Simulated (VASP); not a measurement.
# Ag (Im-3m) in VASP: notebook

The runs below take Ag through single point, with r2SCAN.

Everything below comes from runs of VASP 6.6.1. Logs are shortened: lines on timing, memory, paths and dates and some standing lists are left out, and cuts for length are marked.

### 1 The cell of the first run

It takes space group Im-3m (No. 229, cubic). The conventional cell has a = 3.146 Å, b = 3.146 Å, c = 3.146 Å, α = 90.00°, β = 90.00°, γ = 90.00°. Within 3.6 Å of Ag (site symmetry m-3m) lie 14 Ag at 2.72 to 3.15 Å.

This isn't the form of Ag at room conditions, which is fcc.

### 2 Single point, r2SCAN (strain -0.050 along x and y, -0.050 along z)

Contents of POSCAR:

```
Ag
1.0
   -1.5728713000      1.5728713000      1.5728713000
    1.5728713000     -1.5728713000      1.5728713000
    1.5728713000      1.5728713000     -1.5728713000
Ag
1
Direct
    0.0000000000      0.0000000000      0.0000000000
```

Contents of INCAR.step1:

```
SYSTEM = Ag
  ALGO = Normal
  EDIFF = 1E-4
  ENCUT = 520
  GGA = PE
  ISMEAR = 0
  LASPH = .True.
  LCHARG = .False.
  LREAL = .False.
  LWAVE = .True.
  NBANDS = 12
  NELM = 80
  PREC = Accurate
  SIGMA = 0.15
```

Contents of INCAR.step2:

```
SYSTEM = Ag
  ALGO = Normal
  EDIFF = 1E-7
  ENCUT = 520
  ISIF = 2
  ISMEAR = 0
  ISTART = 1
  LASPH = .True.
  LCHARG = .True.
  LELF = .True.
  LMIXTAU = .True.
  LREAL = .False.
  LVHAR = .True.
  LWAVE = .False.
  METAGGA = R2SCAN
  NBANDS = 12
  NELM = 80
  PREC = Accurate
  SIGMA = 0.15
```

Contents of KPOINTS:

```
k-points
0
Gamma
  20 20 20
  0 0 0
```

Potentials or basis: VASP PAW PBE potentials, release 64 (Ag).

Launch:

```
$ cat potpaw_PBE.64/Ag/POTCAR > POTCAR
$ cp INCAR.step1 INCAR
$ mpirun -np 1 vasp_std > vasp.out
$ cp INCAR.step2 INCAR
$ mpirun -np 1 vasp_std > vasp.out
```

OUTCAR:

```text
SYSTEM = Ag
   EDIFF = 1E-7
   ENCUT = 520
   ISIF = 2
   ISMEAR = 0
   ISTART = 1
   LASPH = .True.
   LREAL = .False.
   METAGGA = R2SCAN
   NELM = 80
   PREC = Accurate

 ion  position               nearest neighbor table
   1  0.000  0.000  0.000-

  LATTYP: Found a body centered cubic cell.
 ALAT       =     3.1457426000

  Lattice vectors:

 A1 = (  -1.5728713000,   1.5728713000,   1.5728713000)
 A2 = (   1.5728713000,  -1.5728713000,   1.5728713000)
 A3 = (   1.5728713000,   1.5728713000,  -1.5728713000)

Analysis of symmetry for initial positions (statically):
=====================================================================
 Subroutine PRICEL returns:
 Original cell was already a primitive cell.

 Routine SETGRP: Setting up the symmetry group for a
 body centered cubic supercell.

 Subroutine GETGRP returns: Found 48 space group operations
 (whereof 48 operations were pure point group operations)
 out of a pool of 48 trial point group operations.

The static configuration has the point symmetry O_h .

Analysis of symmetry for dynamics (positions and initial velocities):
=====================================================================
 Subroutine PRICEL returns:
 Original cell was already a primitive cell.

 Routine SETGRP: Setting up the symmetry group for a
 body centered cubic supercell.

 Subroutine GETGRP returns: Found 48 space group operations
 (whereof 48 operations were pure point group operations)
 out of a pool of 48 trial point group operations.

The dynamic configuration has the point symmetry O_h .

 Subroutine INISYM returns: Found 48 space group operations
 (whereof 48 operations are pure point group operations),
 and found     1 'primitive' translations

----------------------------------------------------------------------------------------

                                     Primitive cell

  volume of cell :      15.5647

  direct lattice vectors                    reciprocal lattice vectors
    -1.572871300  1.572871300  1.572871300     0.000000000  0.317889963  0.317889963
     1.572871300 -1.572871300  1.572871300     0.317889963  0.000000000  0.317889963
     1.572871300  1.572871300 -1.572871300     0.317889963  0.317889963  0.000000000

  length of vectors
     2.724293005  2.724293005  2.724293005     0.449564298  0.449564298  0.449564298

  position of ions in fractional coordinates (direct lattice)
     0.000000000  0.000000000  0.000000000

  ion indices of the primitive-cell ions
   primitive index   ion index
                 1           1

----------------------------------------------------------------------------------------

 KPOINTS: k-points

Automatic generation of k-mesh.
 Grid dimensions read from file:
 generate k-points for:   20   20   20

 Generating k-lattice:

  Cartesian coordinates                     Fractional coordinates (reciprocal lattice)
     0.000000000  0.015894498  0.015894498     0.050000000  0.000000000  0.000000000
     0.015894498  0.000000000  0.015894498     0.000000000  0.050000000  0.000000000
     0.015894498  0.015894498  0.000000000     0.000000000  0.000000000  0.050000000

  Length of vectors
     0.022478215  0.022478215  0.022478215

  Shift w.r.t. Gamma in fractional coordinates (k-lattice)
     0.000000000  0.000000000  0.000000000

 Subroutine IBZKPT returns following result:
 ===========================================

 Found    256 irreducible k-points:

 Following reciprocal coordinates:
            Coordinates               Weight
  0.000000  0.000000  0.000000      1.000000
  0.050000  0.000000  0.000000     12.000000
  0.100000  0.000000  0.000000     12.000000
  0.150000  0.000000  0.000000     12.000000
  0.200000  0.000000  0.000000     12.000000
  0.250000  0.000000  0.000000     12.000000
[... 16 lines left out ...]
  0.200000  0.100000 -0.000000     48.000000
  0.250000  0.100000  0.000000     48.000000
 [... further k-points ...]
   k-points           NKPTS =    256   k-points in BZ     NKDIM =    256   number of bands    NBANDS=     12
   number of dos      NEDOS =    301   number of ions     NIONS =      1
   total plane-waves  NPLWV =   8000
   dimension x,y,z NGX =    20 NGY =   20 NGZ =   20
   dimension x,y,z NGXF=    40 NGYF=   40 NGZF=   40
   ions per type =               1
   NGX,Y,Z   is equivalent  to a cutoff of  12.20, 12.20, 12.20 a.u.
   NGXF,Y,Z  is equivalent  to a cutoff of  24.41, 24.41, 24.41 a.u.
 SYSTEM =  Ag
   PREC   = accura    normal or accurate (medium, high low for compatibility)
   ISTART =      1    job   : 0-new  1-cont  2-samecut
   ICHARG =      0    charge: 1-file 2-atom 10-const
   ISPIN  =      1    spin polarized calculation?
   LNONCOLLINEAR =      F non collinear calculations
   LSORBIT =      F    spin-orbit coupling
   LASPH  =      T    aspherical Exc in radial PAW
   ENCUT  =  520.0 eV  38.22 Ry    6.18 a.u.   5.07  5.07  5.07*2*pi/ulx,y,z
   NELM   =     80;   NELMIN=  2; NELMDL=  0     # of ELM steps
   EDIFF  = 0.1E-06   stopping-criterion for ELM
   LREAL  =      F    real-space projection
   EDIFFG = 0.1E-05   stopping-criterion for IOM
   NSW    =      0    number of steps for IOM
   IBRION =     -1    ionic relax: 0-MD 1-quasi-New 2-CG
   NFREE  =      0    steps in history (QN), initial steepest desc. (CG)
   ISIF   =      2    stress and relaxation
   ISYM   =      2    0-nonsym 1-usesym 2-fastsym
   POTIM  = 0.5000    time-step for ionic-motion
   TEBEG  =    0.0;   TEEND  =   0.0 temperature during run
   PSTRESS=    0.0 pullay stress
   NELECT =      11.0000    total number of electrons
   NUPDOWN=      -1.0000    fix difference up-down
   EMIN   =  10.00;   EMAX   =-10.00  energy-range for DOS
   EFERMI =   0.00;   METHOD = LEGACY
   ISMEAR =     0;   SIGMA  =   0.15  broadening in eV -4-tet -1-fermi 0-gaus
   EFERMI_NEDOS =   21; number of points for ismear=-14 and -15
   IALGO  =     38    algorithm
   IMIX   =      4    mixing-type and parameters
     AMIX     =   0.40;   BMIX     =  1.00
     AMIX_MAG =   1.60;   BMIX_MAG =  1.00
  volume/ion in A,a.u.               =      15.56       105.04
  Fermi-wavevector in a.u.,A,eV,Ry     =   1.458229  2.755654 28.931880  2.126433
  Thomas-Fermi vector in A             =   2.574938
   LORBIT       =      0    0 simple, 1 ext, 2 COOP (PROOUT), +10 PAW based schemes
   METAGGA = R2SCAN    functional components
   LHFCALC =     F    Hartree Fock is set to
   AEXX    =    0.0000 exact exchange contribution
   IVDW    =     0    specifies the selected vdW correction
   LEPSILON=     F    determine dielectric tensor
   LRPA    =     F    only Hartree local field effects (RPA)
 non-spin polarized calculation
 Gauss-broadening in eV      SIGMA  =   0.15
  energy-cutoff  :      520.00
  volume of cell :       15.56
 maximum number of plane-waves:       431
   NGX = 11   NGY = 11   NGZ = 11

 number of electron      11.0000008 magnetization

 Free energy of the ion-electron system (eV)
  ---------------------------------------------------
  ext. energy  EPLUGINS =         0.00000000
  ---------------------------------------------------
  free energy    TOTEN  =       -21.23950233 eV

  energy without entropy =      -21.23421402  energy(sigma->0) =      -21.23685817

 E-fermi :   9.7970     XC(G=0): -13.6198

 val. band max:        9.7682180749   @ k =  -0.4000   0.4500   0.1000
 cond. band min:       9.7983574828   @ k =   0.5000   0.5000   0.0500
 fundamental gap:      0.0301394079
 Fermi energy:         9.7969827854

 k-point     1 :       0.0000    0.0000    0.0000
  band No.  band energies     occupation
      1       1.0801      2.00000
      2       4.1198      2.00000
      3       4.1198      2.00000
      4       4.1198      2.00000
      5       5.6970      2.00000
      6       5.6970      2.00000
      7      28.8248      0.00000
      8      28.8248      0.00000
      9      28.8248      0.00000
     10      36.2274      0.00000
     11      36.2274      0.00000
     12      36.9472      0.00000

 k-point     2 :       0.0500    0.0000    0.0000
  band No.  band energies     occupation
      1       1.1728      2.00000
      2       4.0948      2.00000
      3       4.1234      2.00000
      4       4.1765      2.00000
      5       5.6687      2.00000
      6       5.6988      2.00000
      7      28.6538      0.00000
      8      28.8144      0.00000
      9      28.9045      0.00000
     10      34.9689      0.00000
     11      35.4293      0.00000
     12      36.3006      0.00000

 k-point     3 :       0.1000    0.0000    0.0000
  band No.  band energies     occupation
      1       1.4419      2.00000
      2       4.0229      2.00000
      3       4.1353      2.00000
      4       4.3434      2.00000
      5       5.5965      2.00000
      6       5.7045      2.00000
      7      28.0493      0.00000
      8      28.7007      0.00000
      9      29.1337      0.00000
     10      33.8339      0.00000
     11      34.0892      0.00000
     12      34.9269      0.00000

 k-point     4 :       0.1500    0.0000    0.0000
  band No.  band energies     occupation
      1       1.8518      2.00000
      2       3.9127      2.00000
      3       4.1706      2.00000
      4       4.6112      2.00000
      5       5.5138      2.00000
      6       5.7150      2.00000
      7      26.8459      0.00000
      8      28.2925      0.00000
      9      29.4853      0.00000
     10      33.0940      0.00000
     11      33.3359      0.00000
     12      33.3524      0.00000

 k-point     5 :       0.2000    0.0000    0.0000
  band No.  band energies     occupation
      1       2.3056      2.00000
      2       3.7768      2.00000
      3       4.3044      2.00000
      4       4.9637      2.00000
      5       5.4584      2.00000
      6       5.7310      2.00000
      7      25.0950      0.00000
      8      27.5447      0.00000
      9      29.9175      0.00000
     10      31.7132      0.00000
     11      32.6188      0.00000
     12      33.6030      0.00000
[... 228 lines left out ...]
      1       2.0883      2.00000
      2       3.9367      2.00000
      3       4.0201      2.00000
      4       4.8532      2.00000
      5       5.4469      2.00000
      6       5.7551      2.00000
      7      26.6735      0.00000
      8      27.3960      0.00000
      9      29.6285      0.00000
     10      31.1164      0.00000
     11      33.2324      0.00000
     12      35.0584      0.00000

 k-point    22 :       0.1500    0.1000   -0.0000
  band No.  band energies     occupation
      1       2.5285      2.00000
      2       3.8301      2.00000
      3       4.0333      2.00000
      4       5.2860      2.00000
      5       5.3853      2.00000
      6       5.8101      2.00000
      7      25.2119      0.00000
      8      26.3391      0.00000
      9      29.6404      0.00000
     10      30.1049      0.00000
     11      33.5405      0.00000
     12      35.1103      0.00000

 k-point    23 :       0.2000    0.1000   -0.0000
  band No.  band energies     occupation
      1       2.8263      2.00000
      2       3.6841      2.00000
      3       4.2753      2.00000
      4       5.3725      2.00000
      5       5.7177      2.00000
      6       6.0038      2.00000
      7      23.2070      0.00000
      8      25.4799      0.00000
      9      28.4607      0.00000
     10      30.5092      0.00000
     11      34.1774      0.00000
     12      34.9565      0.00000

 k-point    24 :       0.2500    0.1000    0.0000
  band No.  band energies     occupation
      1       2.8660      2.00000
      2       3.5397      2.00000
      3       4.7612      2.00000
      4       5.4165      2.00000
      5       5.8461      2.00000
      6       6.6724      2.00000
      7      21.0763      0.00000
      8      24.7038      0.00000
      9      27.3746      0.00000
     10      30.9557      0.00000
     11      34.7895      0.00000
     12      34.9558      0.00000

 [... further k-points ...]
[... 5 lines left out ...]
  --------------------------------------------------------------------------------------
  -------------------------------------------------------------------------------------
  Total        1.5455657      1.5455657      1.5455657      0.0000000     -0.0000000      0.0000000
  in kB      159.0957167    159.0957167    159.0957167      0.0000000     -0.0000000      0.0000000
  external PRESSURE =     159.0957167 kB  Pullay stress =       0.0000000 kB

 VOLUME and BASIS-vectors are now :
 -----------------------------------------------------------------------------
  energy-cutoff  :      520.00
  volume of cell :       15.56
      direct lattice vectors                 reciprocal lattice vectors
    -1.572871300  1.572871300  1.572871300     0.000000000  0.317889963  0.317889963
     1.572871300 -1.572871300  1.572871300     0.317889963  0.000000000  0.317889963
     1.572871300  1.572871300 -1.572871300     0.317889963  0.317889963  0.000000000

 POSITION                                       TOTAL-FORCE (eV/Angst)
 -----------------------------------------------------------------------------------
      0.00000      0.00000      0.00000        -0.000000      0.000000     -0.000000
 -----------------------------------------------------------------------------------
    total drift:                                0.000000     -0.000000      0.000000

  FREE ENERGIE OF THE ION-ELECTRON SYSTEM (eV)
  ---------------------------------------------------
  free  energy   TOTEN  =       -21.2395023288 eV

  energy  without entropy=      -21.2342140161  energy(sigma->0) =      -21.23685817
```

It took 66 s on 1 thread of Intel Xeon 6975P-C (Granite Rapids), shared host; peak memory 0.16 GiB.

What came out:

- Free energy: -21.2395 eV
- Pressure: 15.9 GPa
- Band gap on the k mesh: zero (an odd number of electrons rules out a gap without spin polarisation)

Caveat: the cell differs from its parent crystal (strain -0.050 along x and y, -0.050 along z); the cell stands under pressure; the PAW data sets were made with another functional, which shifts forces and pressure a little.

### 3 Single point, r2SCAN (strain -0.025 along x and y, -0.025 along z)

Contents of POSCAR:

```
Ag
1.0
   -1.6142626500      1.6142626500      1.6142626500
    1.6142626500     -1.6142626500      1.6142626500
    1.6142626500      1.6142626500     -1.6142626500
Ag
1
Direct
    0.0000000000      0.0000000000      0.0000000000
```

Contents of INCAR.step1:

```
PREC = Accurate ; ENCUT = 520
ISMEAR = 0 ; SIGMA = 0.15
LREAL = False ; LASPH = True
NELM = 100 ; NBANDS = 12
GGA = PE ; ALGO = Normal
EDIFF = 1E-4 ; LWAVE = True
LCHARG = False
```

Contents of INCAR.step2:

```
PREC = Accurate ; ENCUT = 520
EDIFF = 1E-6 ; ISMEAR = 0
SIGMA = 0.15 ; LREAL = False
LASPH = True ; NELM = 100
ALGO = Normal ; ISIF = 2
LWAVE = False ; LCHARG = True
METAGGA = R2SCAN ; LMIXTAU = True
LELF = True ; LVHAR = True
NBANDS = 12 ; ISTART = 1
```

Contents of KPOINTS:

```
Automatic mesh
0
Gamma
  20 20 20
```

Potentials or basis: VASP PAW PBE potentials, release 64 (Ag).

Launch:

```
$ cat potpaw_PBE.64/Ag/POTCAR > POTCAR
$ cp INCAR.step1 INCAR
$ mpirun -np 1 vasp_std > vasp.out
$ cp INCAR.step2 INCAR
$ mpirun -np 1 vasp_std > vasp.out
```

It took 68 s on 1 thread of Intel Xeon 6975P-C (Granite Rapids), shared host; peak memory 0.18 GiB.

It converged, with:

```
Free energy            : -21.3151 eV
Pressure               : 4.1 GPa
Band gap on the k mesh : zero (an odd number of electrons rules out a gap without spin polarisation)
```

Levels at points of the mesh, in eV from the Fermi level:
| k point | band 4 | band 5 | band 6 | band 7 | band 8 | band 9 |
| --- | --- | --- | --- | --- | --- | --- |
| (0.00, 0.00, 0.00) | -5.34 | -3.95 | -3.95 | 18.75 | 18.75 | 18.75 |
| (0.50, 0.00, 0.00) | -3.83 | -2.88 | -0.05 | 4.36 | 13.94 | 15.24 |
| (0.50, 0.50, 0.50) | -3.14 | -3.14 | 7.27 | 7.27 | 7.27 | 13.53 |

Caveat: the cell differs from its parent crystal (strain -0.025 along x and y, -0.025 along z); the cell stands under pressure; the PAW data sets were made with another functional, which shifts forces and pressure a little.

### 4 Single point, r2SCAN (strain +0.025 along x and y, +0.025 along z)

Contents of POSCAR:

```
Ag
1.0
   -1.6970453500      1.6970453500      1.6970453500
    1.6970453500     -1.6970453500      1.6970453500
    1.6970453500      1.6970453500     -1.6970453500
Ag
1
Direct
    0.0000000000      0.0000000000      0.0000000000
```

Contents of INCAR.step1:

```
ALGO     = Normal         # electronic algorithm
EDIFF    = 1E-4           # SCF threshold, eV
ENCUT    = 520            # plane-wave cutoff, eV
GGA      = PE             # functional
ISMEAR   = 0              # smearing method
LASPH    = T              # aspherical terms in the spheres
LCHARG   = F              # write CHGCAR
LREAL    = F              # projectors in reciprocal space
LWAVE    = T              # write WAVECAR
NBANDS   = 12             # bands
NELM     = 60             # most SCF steps
PREC     = Accurate       # precision mode
SIGMA    = 0.15           # smearing width, eV
```

Contents of INCAR.step2:

```
ALGO     = Normal         # electronic algorithm
EDIFF    = 1E-6           # SCF threshold, eV
ENCUT    = 520            # plane-wave cutoff, eV
ISIF     = 2              # what is computed and relaxed
ISMEAR   = 0              # smearing method
ISTART   = 1            
LASPH    = T              # aspherical terms in the spheres
LCHARG   = F              # write CHGCAR
LMIXTAU  = T            
LREAL    = F              # projectors in reciprocal space
LWAVE    = F              # write WAVECAR
METAGGA  = R2SCAN         # meta-GGA
NBANDS   = 12             # bands
NELM     = 60             # most SCF steps
PREC     = Accurate       # precision mode
SIGMA    = 0.15           # smearing width, eV
```

Contents of KPOINTS:

```
k-points
0
Gamma
  20 20 20
```

Launch:

```
$ cat potpaw_PBE.64/Ag/POTCAR > POTCAR
$ cp INCAR.step1 INCAR
$ mpirun -np 1 vasp_std > vasp.out
$ cp INCAR.step2 INCAR
$ mpirun -np 1 vasp_std > vasp.out
```

Run time: 69 s. Hardware: 1 thread of Intel Xeon 6975P-C (Granite Rapids), shared host; peak memory 0.19 GiB.

The run converged. Its results:

- Free energy: -21.2635 eV
- Pressure: -8.2 GPa
- Band gap on the k mesh: zero (an odd number of electrons rules out a gap without spin polarisation)

Levels at points of the mesh, in eV from the Fermi level:
| k point | band 1 | band 2 | band 3 | band 4 | band 5 | band 6 | band 7 | band 8 | band 9 | band 10 |
| --- | --- | --- | --- | --- | --- | --- | --- | --- | --- | --- |
| (0.00, 0.00, 0.00) | -7.00 | -4.82 | -4.82 | -4.82 | -3.75 | -3.75 | 18.09 | 18.09 | 18.09 | 22.49 |
| (0.50, 0.00, 0.00) | -5.97 | -5.45 | -3.79 | -3.66 | -2.94 | 0.30 | 3.48 | 13.28 | 13.78 | 18.88 |
| (0.50, 0.50, 0.50) | -5.95 | -5.95 | -3.13 | -3.13 | -3.13 | 6.78 | 6.78 | 6.78 | 11.35 | 12.69 |

Caveat: the cell differs from its parent crystal (strain +0.025 along x and y, +0.025 along z); the cell stands under tension; the PAW data sets were made with another functional, which shifts forces and pressure a little.

### 5 Summary

| cell | gap on the mesh (eV) | pressure (GPa) |
| --- | --- | --- |
| a = 2.724 Å, angles 109.5°, 1 atom | none | 15.9 |
| a = 2.796 Å, angles 109.5°, 1 atom | none | 4.1 |
| a = 2.939 Å, angles 109.5°, 1 atom | none | -8.2 |

Alike in all rows: task single point; level r2SCAN; potentials or basis VASP PAW PBE potentials, release 64 (Ag); no spin polarisation; k mesh 20 × 20 × 20; cutoff (eV) 520; smearing gaussian 0.15 eV.

Caveats: the PAW data sets were made with another functional, which shifts forces and pressure a little; the cell stands under pressure (at least some runs); the cell stands under tension (at least some runs).

Absolute energies hang on the potentials; compare differences alone.

The gap in the log of VASP goes by the Fermi energy; the results here count the filled bands.